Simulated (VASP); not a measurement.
# TaN (P-6m2) in VASP: notebook

TaN is run at these levels: PBE; tasks: vibrations by perturbation theory, elastic constants.

Program: VASP 6.6.1. These are calculated values, not measurements. Logs are shortened: lines on timing, memory, paths and dates and some standing lists are left out, and cuts for length are marked.

### 1 The cell of the first run

It takes space group P-6m2 (No. 187, hexagonal). The conventional cell has a = 2.872 Å, b = 2.872 Å, c = 2.834 Å, α = 90.00°, β = 90.00°, γ = 120.00°. Within 2.9 Å of Ta (site symmetry -6m2) lie 6 N at 2.18 Å and 8 Ta at 2.83 to 2.87 Å. Within 2.9 Å of N (site symmetry -6m2) lie 6 Ta at 2.18 Å and 8 N at 2.83 to 2.87 Å.

### 2 Vibrations by perturbation theory, PBE

The input, INCAR:

```
ALGO = Normal
EDIFF = 1E-8
ENCUT = 600
GGA = PE
GGA_COMPAT = False
IBRION = 8
ISIF = 2
ISMEAR = -1
LASPH = True
LCHARG = False
LREAL = False
LWAVE = False
NBANDS = 15
NELM = 120
NSW = 1
PREC = Accurate
SIGMA = 0.15
```

The input, KPOINTS:

```
k-points
0
Gamma
  18 18 14
```

The input, POSCAR:

```
TaN
1.0
    2.8724500424      0.0000000000      0.0000000000
   -1.4362250212      2.4876147078      0.0000000000
    0.0000000000      0.0000000000      2.8338515795
Ta N
1 1
Direct
    0.3333333333      0.6666666667      0.5000000000
    0.0000000000      0.0000000000      0.0000000000
```

Potentials or basis: VASP PAW PBE potentials, release 64 (Ta_pv, N).

Launch:

```bash
> cat potpaw_PBE.64/Ta_pv/POTCAR potpaw_PBE.64/N/POTCAR > POTCAR
> mpirun -np 1 vasp_std > vasp.out
```

OUTCAR:

```text
EDIFF = 1E-8
   ENCUT = 600
   GGA = PE
   IBRION = 8
   ISIF = 2
   ISMEAR = -1
   LASPH = True
   LREAL = False
   NELM = 120
   NSW = 1
   PREC = Accurate

 ion  position               nearest neighbor table
   1  0.333  0.667  0.500-   2 2.18   2 2.18   2 2.18   2 2.18   2 2.18   2 2.18
   2  0.000  0.000  0.000-   1 2.18   1 2.18   1 2.18   1 2.18   1 2.18   1 2.18

  LATTYP: Found a hexagonal cell.
 ALAT       =     2.8724500424
 C/A-ratio  =     0.9865625294

  Lattice vectors:

 A1 = (   2.8724500424,   0.0000000000,   0.0000000000)
 A2 = (  -1.4362250212,   2.4876147078,   0.0000000000)
 A3 = (   0.0000000000,   0.0000000000,   2.8338515795)

Analysis of symmetry for initial positions (statically):
=====================================================================
 Subroutine PRICEL returns:
 Original cell was already a primitive cell.

 Routine SETGRP: Setting up the symmetry group for a
 hexagonal supercell.

 Subroutine GETGRP returns: Found 12 space group operations
 (whereof 12 operations were pure point group operations)
 out of a pool of 24 trial point group operations.

The static configuration has the point symmetry D_3h.

Analysis of symmetry for dynamics (positions and initial velocities):
=====================================================================
 Subroutine PRICEL returns:
 Original cell was already a primitive cell.

 Routine SETGRP: Setting up the symmetry group for a
 hexagonal supercell.

 Subroutine GETGRP returns: Found 12 space group operations
 (whereof 12 operations were pure point group operations)
 out of a pool of 24 trial point group operations.

The dynamic configuration has the point symmetry D_3h.

 Subroutine INISYM returns: Found 12 space group operations
 (whereof 12 operations are pure point group operations),
 and found     1 'primitive' translations

----------------------------------------------------------------------------------------

[... 592 lines left out ...]

 VOLUME and BASIS-vectors are now :
 -----------------------------------------------------------------------------
  energy-cutoff  :      600.00
  volume of cell :       20.25
      direct lattice vectors                 reciprocal lattice vectors
     2.872450042  0.000000000  0.000000000     0.348134862  0.200995756  0.000000000
    -1.436225021  2.487614708  0.000000000     0.000000000  0.401991513  0.000000000
     0.000000000  0.000000000  2.833851580     0.000000000  0.000000000  0.352876632

 POSITION                                       TOTAL-FORCE (eV/Angst)
 -----------------------------------------------------------------------------------
     -0.00000      1.65841      1.41693        -0.000000      0.000000      0.000000
      0.00000      0.00000      0.00000         0.000000      0.000000      0.000000
 -----------------------------------------------------------------------------------
    total drift:                                0.000000     -0.000000     -0.000000

  FREE ENERGIE OF THE ION-ELECTRON SYSTEM (eV)
  ---------------------------------------------------
  free  energy   TOTEN  =       -22.3024141258 eV

  energy  without entropy=      -22.2931900477  energy(sigma->0) =      -22.29780209

[... ionic steps 2 to 3 ...]

--------------------------------------- Ionic step        4  -------------------------------------------

------------------------ aborting loop because EDIFF is reached ----------------------------------------
[... 11 lines left out ...]
[... ionic steps 8 to 8 ...]

--------------------------------------- Ionic step        9  -------------------------------------------

 Free energy of the ion-electron system (eV)
  ---------------------------------------------------
  ---------------------------------------------------
  free energy    TOTEN  =        -0.23647484 eV

  energy without entropy =       -0.23647484

------------------------ aborting loop because EDIFF is reached ----------------------------------------

 INTERNAL STRAIN TENSOR  FOR ION    2  DIRECTION 3   (eV/Angst):
 -----------------------------------------------------------------------------
     0.00321  0.00000  0.00000
     0.00000  0.00321 -0.00000
     0.00000 -0.00000  0.00848

 INTERNAL STRAIN TENSOR FOR ION    2 for displacements in x,y,z  (eV/Angst):
          X           Y           Z          XY          YZ          ZX
  --------------------------------------------------------------------------------
  x     0.00000     0.00000     0.00000    -4.68321     0.00000     0.00000
  y    -4.68321     4.68321     0.00000     0.00000     0.00000     0.00000
  z     0.00000     0.00000     0.00000     0.00000     0.00000     0.00000

 SECOND DERIVATIVES (NOT SYMMETRIZED)
 ------------------------------------
               1X          1Y          1Z          2X          2Y          2Z
  1X   -16.092445   -0.000000    0.000000   16.092445    0.000000    0.000000
  1Y     0.000000  -16.092445    0.000000    0.000000   16.092445    0.000000
  1Z     0.000000    0.000000  -18.742837    0.000000    0.000000   18.742837
  2X    16.089079    0.000000    0.000000  -16.089079    0.000000    0.000000
  2Y     0.000000   16.089079    0.000000    0.000000  -16.089079    0.000000
  2Z    -0.000000   -0.000000   18.748585    0.000000    0.000000  -18.748585

 Eigenvectors and eigenvalues of the dynamical matrix
 ----------------------------------------------------

   1 f  =   18.777349 THz   117.981562 2PiTHz  626.344938 cm-1    77.656840 meV
             X         Y         Z           dx          dy          dz
     -0.000000  1.658410  1.416926     0.000000    0.000000   -0.267952
      0.000000  0.000000  0.000000    -0.000000    0.000000    0.963432
[... 21 lines left out ...]
   6 f/i=    0.000743 THz     0.004669 2PiTHz    0.024787 cm-1     0.003073 meV
             X         Y         Z           dx          dy          dz
     -0.000000  1.658410  1.416926    -0.000000   -0.000000    0.963432
      0.000000  0.000000  0.000000     0.000000    0.000000    0.267952

--------------------------------------------------------------------------------------------------------

 ELASTIC MODULI CONTR FROM IONIC RELAXATION (kBar)
 Direction    XX          YY          ZZ          XY          YZ          ZX
 --------------------------------------------------------------------------------
 XX         -81.9364     81.9364      0.0000      0.0000      0.0000      0.0000
 YY          81.9364    -81.9364      0.0000     -0.0000      0.0000      0.0000
 ZZ           0.0000      0.0000      0.0000      0.0000      0.0000      0.0000
 XY           0.0000     -0.0000      0.0000    -81.9364      0.0000      0.0000
 YZ           0.0000      0.0000      0.0000      0.0000      0.0000      0.0000
 ZX           0.0000      0.0000      0.0000      0.0000      0.0000      0.0000
 --------------------------------------------------------------------------------
```

OSZICAR:

```text
N       E                     dE             d eps       ncg     rms          rms(c)
DAV:   1     0.992665749034E+02    0.99267E+02   -0.96498E+03  8880   0.127E+03
DAV:   2    -0.216701836212E+02   -0.12094E+03   -0.11357E+03 10644   0.336E+02
DAV:   3    -0.247796764526E+02   -0.31095E+01   -0.30925E+01 10434   0.509E+01
[... 82 lines left out ...]
RMM:   9    -0.236475019206E+00   -0.33361E-06   -0.57158E-09 25273   0.201E-04    0.169E-05
RMM:  10    -0.236474776483E+00    0.24272E-06   -0.53531E-09 26563   0.604E-05    0.546E-06
RMM:  11    -0.236474821524E+00   -0.45041E-07   -0.75993E-09 25603   0.228E-05    0.121E-06
RMM:  12    -0.236474841982E+00   -0.20459E-07   -0.68797E-09 24371   0.118E-05    0.409E-07
RMM:  13    -0.236474841027E+00    0.95572E-09   -0.80657E-09 13918   0.859E-06    0.886E-08
 Linear response finished
```

stdout:

```text
POSCAR found type information on POSCAR TaN
 POSCAR found :  2 types and       2 ions
 scaLAPACK will be used
 LDA part: xc-table for (Slater+PW92), standard interpolation
 POSCAR, INCAR and KPOINTS ok, starting setup
 FFT: planning ... GRIDC
 FFT: planning ... GRID_SOFT
 FFT: planning ... GRID
 WAVECAR not read
 entering main loop
 Linear response reoptimize wavefunctions to high precision
 Linear response DOF=           4
 Linear response progress:
 first order change of Fermi-energy  -0.29715E-04
 force on displaced ion       1 direction 1 : -16.092   0.000   0.000
 Linear response progress:
 first order change of Fermi-energy  -0.12080E-02
 force on displaced ion       1 direction 3 :  -0.000   0.000 -18.743
 Linear response progress:
 first order change of Fermi-energy   0.15850E-04
 force on displaced ion       2 direction 1 : -16.089   0.001   0.000
 Linear response progress:
 first order change of Fermi-energy  -0.12571E-04
 force on displaced ion       2 direction 3 :   0.000  -0.000 -18.749
 Linear response finished
```

Wall time 27 min (1 thread of Intel Xeon 8259CL, shared host); peak memory 1 GiB.

Results:

```
Highest phonon frequency at Γ : 626 cm⁻¹
```

Phonon frequencies in cm⁻¹ (negative: imaginary):
| q point | frequencies |
| --- | --- |
| (0.000, 0.000, 0.000) | 0 0 0 580 580 626 |

Caveat: the cell stands under pressure or tension, which shifts response properties; spin-orbit coupling is left out, which moves the levels of the heavy elements.

### 3 Elastic constants, PBE

This run uses another cell than the first one, of 10.68 Å³/atom.

The input, INCAR:

```
SYSTEM = TaN
PREC = Accurate
ENCUT = 600
EDIFF = 1E-8
ISMEAR = -1
SIGMA = 0.15
LREAL = .FALSE.
LASPH = .TRUE.
NELM = 120
ALGO = Normal
ISIF = 3
LWAVE = .FALSE.
LCHARG = .FALSE.
GGA = PE
IBRION = 6
NFREE = 2
POTIM = 0.015
NSW = 1
GGA_COMPAT = .FALSE.
```

The input, KPOINTS:

```
regular mesh
0
G
  18 18 14
  0 0 0
```

The input, POSCAR:

```
TaN
1.0
    2.9269376921      0.0000000000      0.0000000000
   -1.4634688461      2.5348023967      0.0000000000
    0.0000000000      0.0000000000      2.8781808927
Ta N
1 1
Direct
    0.3333333333      0.6666666667      0.5000000000
    0.0000000000      0.0000000000      0.0000000000
```

Potentials or basis: VASP PAW PBE potentials, release 64 (Ta_pv, N).

Launch:

```bash
> cat potpaw_PBE.64/Ta_pv/POTCAR potpaw_PBE.64/N/POTCAR > POTCAR
> mpirun -np 1 vasp_std > vasp.out
```

OUTCAR:

```text
SYSTEM = TaN
   PREC = Accurate
   ENCUT = 600
   EDIFF = 1E-8
   ISMEAR = -1
   LREAL = .FALSE.
   LASPH = .TRUE.
   NELM = 120
   ISIF = 3
   GGA = PE
   IBRION = 6
   NFREE = 2
   POTIM = 0.015
   NSW = 1

 ion  position               nearest neighbor table
   1  0.333  0.667  0.500-   2 2.22   2 2.22   2 2.22   2 2.22   2 2.22   2 2.22
   2  0.000  0.000  0.000-   1 2.22   1 2.22   1 2.22   1 2.22   1 2.22   1 2.22

  LATTYP: Found a hexagonal cell.
 ALAT       =     2.9269376921
 C/A-ratio  =     0.9833420440

  Lattice vectors:

 A1 = (   2.9269376921,   0.0000000000,   0.0000000000)
 A2 = (  -1.4634688461,   2.5348023967,   0.0000000000)
 A3 = (   0.0000000000,   0.0000000000,   2.8781808927)

Analysis of symmetry for initial positions (statically):
=====================================================================
 Subroutine PRICEL returns:
 Original cell was already a primitive cell.

 Routine SETGRP: Setting up the symmetry group for a
 hexagonal supercell.

 Subroutine GETGRP returns: Found 12 space group operations
 (whereof 12 operations were pure point group operations)
 out of a pool of 24 trial point group operations.

The static configuration has the point symmetry D_3h.

[... 728 lines left out ...]
  Total        1.1504169      1.1504169      1.1761291     -0.0000000      0.0000000     -0.0000000
  in kB       86.3157720     86.3157720     88.2449590     -0.0000000      0.0000000     -0.0000000
  external PRESSURE =      86.9588343 kB  Pullay stress =       0.0000000 kB
[... 17 lines left out ...]
  FREE ENERGIE OF THE ION-ELECTRON SYSTEM (eV)
  ---------------------------------------------------
  free  energy   TOTEN  =       -22.4352836899 eV

  energy  without entropy=      -22.4260710753  energy(sigma->0) =      -22.43067738

 INTERNAL STRAIN TENSORS FROM STRAINED CELLS
 ============================================

 INTERNAL STRAIN TENSOR FOR ION    1 for displacements in x,y,z  (eV/Angst):
          X           Y           Z          XY          YZ          ZX
  --------------------------------------------------------------------------------
  x    -0.00000     0.00000    -0.00000     2.45575     0.00000    -0.00000
  y     2.46390    -2.47648     0.00000    -0.00005    -0.00004     0.00003
  z     0.00000     0.00000     0.00000     0.00000    -0.00097     0.00000

 INTERNAL STRAIN TENSORS FROM DISPLACED ATOMS
 ============================================

 INTERNAL STRAIN TENSOR FOR ION    1 for displacements in x,y,z  (eV/Angst):
          X           Y           Z          XY          YZ          ZX
  --------------------------------------------------------------------------------
  x    -0.00000     0.00000     0.00000     2.45347     0.00000     0.00000
  y     2.45347    -2.45347     0.00000     0.00000     0.00000     0.00000
  z     0.00000     0.00000     0.00000     0.00000     0.00000    -0.00000

 INTERNAL STRAIN TENSOR FOR ION    2 for displacements in x,y,z  (eV/Angst):
          X           Y           Z          XY          YZ          ZX
  --------------------------------------------------------------------------------
  x     0.00000    -0.00000    -0.00000    -2.45039     0.00000     0.00000
  y    -2.45039     2.45039     0.00000    -0.00000     0.00000     0.00000
  z     0.00000     0.00000     0.00000     0.00000     0.00000     0.00000

 Eigenvectors and eigenvalues of the dynamical matrix
 ----------------------------------------------------

   1 f  =   16.789644 THz   105.492447 2PiTHz  560.042252 cm-1    69.436358 meV
             X         Y         Z           dx          dy          dz
     -0.000000  1.689868  1.439090     0.000000    0.000000   -0.268016
      0.000000  0.000000  0.000000     0.000000    0.000000    0.963414
[... 21 lines left out ...]
   6 f/i=    0.000446 THz     0.002805 2PiTHz    0.014890 cm-1     0.001846 meV
             X         Y         Z           dx          dy          dz
     -0.000000  1.689868  1.439090    -0.000000   -0.000000   -0.963414
      0.000000  0.000000  0.000000    -0.000000   -0.000000   -0.268016

--------------------------------------------------------------------------------------------------------

 ELASTIC MODULI CONTR FROM IONIC RELAXATION (kBar)
 Direction    XX          YY          ZZ          XY          YZ          ZX
 --------------------------------------------------------------------------------
 XX         -33.2836     33.2836      0.0000      0.0000      0.0000     -0.0000
 YY          33.2836    -33.2836      0.0000      0.0000      0.0000      0.0000
 ZZ           0.0000      0.0000     -0.0000     -0.0000      0.0000      0.0000
 XY           0.0000      0.0000     -0.0000    -33.2836      0.0000      0.0000
 YZ           0.0000      0.0000      0.0000      0.0000      0.0000      0.0000
 ZX          -0.0000      0.0000      0.0000      0.0000      0.0000     -0.0000
 --------------------------------------------------------------------------------

 TOTAL ELASTIC MODULI (kBar)
 Direction    XX          YY          ZZ          XY          YZ          ZX
 --------------------------------------------------------------------------------
 XX        6808.5741   2174.8935   1638.2179     -0.0000      0.0000      0.0000
 YY        2174.8935   6808.5741   1638.2179     -0.0000     -0.0000     -0.0000
 ZZ        1638.2179   1638.2179   8555.2428     -0.0000      0.0000      0.0000
 XY          -0.0000     -0.0000     -0.0000   2316.8403      0.0000      0.0000
 YZ           0.0000      0.0000      0.0000      0.0000   2535.3605     -0.0000
 ZX           0.0000     -0.0000      0.0000      0.0000     -0.0000   2535.3593
 --------------------------------------------------------------------------------
```

OSZICAR:

```text
N       E                     dE             d eps       ncg     rms          rms(c)
DAV:   1     0.971532416347E+02    0.97153E+02   -0.10135E+04  7104   0.158E+03
DAV:   2    -0.208760719116E+02   -0.11803E+03   -0.11178E+03  8084   0.368E+02
DAV:   3    -0.249171476111E+02   -0.40411E+01   -0.39732E+01  8876   0.642E+01
DAV:   4    -0.249663498697E+02   -0.49202E-01   -0.49098E-01  7876   0.679E+00
[... 251 lines left out ...]
DAV:   4    -0.224352853936E+02   -0.93276E-05   -0.21227E-04 12880   0.130E-01    0.229E-02
DAV:   5    -0.224352841119E+02    0.12817E-05   -0.40366E-06 12832   0.252E-02    0.128E-02
DAV:   6    -0.224352837032E+02    0.40871E-06   -0.13731E-06 12348   0.146E-02    0.185E-03
DAV:   7    -0.224352836978E+02    0.53894E-08   -0.25731E-07 13008   0.519E-03    0.761E-04
DAV:   8    -0.224352836899E+02    0.78981E-08   -0.18956E-08 10344   0.148E-03
  21 F= -.22435284E+02 E0= -.22430677E+02  d E =-.921261E-02
```

Run time: 58 min. Hardware: 1 thread of Intel Xeon 8259CL, shared host; peak memory 0.87 GiB.

Results:

```
Voigt bulk modulus            : 368 GPa
Highest phonon frequency at Γ : 560 cm⁻¹
```

Phonon frequencies in cm⁻¹ (negative: imaginary):
```tsv
q point	frequencies
(0.000, 0.000, 0.000)	0 0 0 533 533 560
```

Elastic tensor in Voigt notation (GPa, in the Cartesian axes of the cell as first typed):
```
681 217 164   0   0   0
217 681 164   0   0   0
164 164 856   0   0   0
  0   0   0 254   0   0
  0   0   0   0 254   0
  0   0   0   0   0 232
```

Clamped-ion elastic tensor (GPa):
```
684 214 164   0   0   0
214 684 164   0   0   0
164 164 856   0   0   0
  0   0   0 254   0   0
  0   0   0   0 254   0
  0   0   0   0   0 235
```

Caveat: the cell is under stress, which shifts elastic constants; spin-orbit coupling is left out, which moves the levels of the heavy elements.

(Continued in part 2 of 2.)
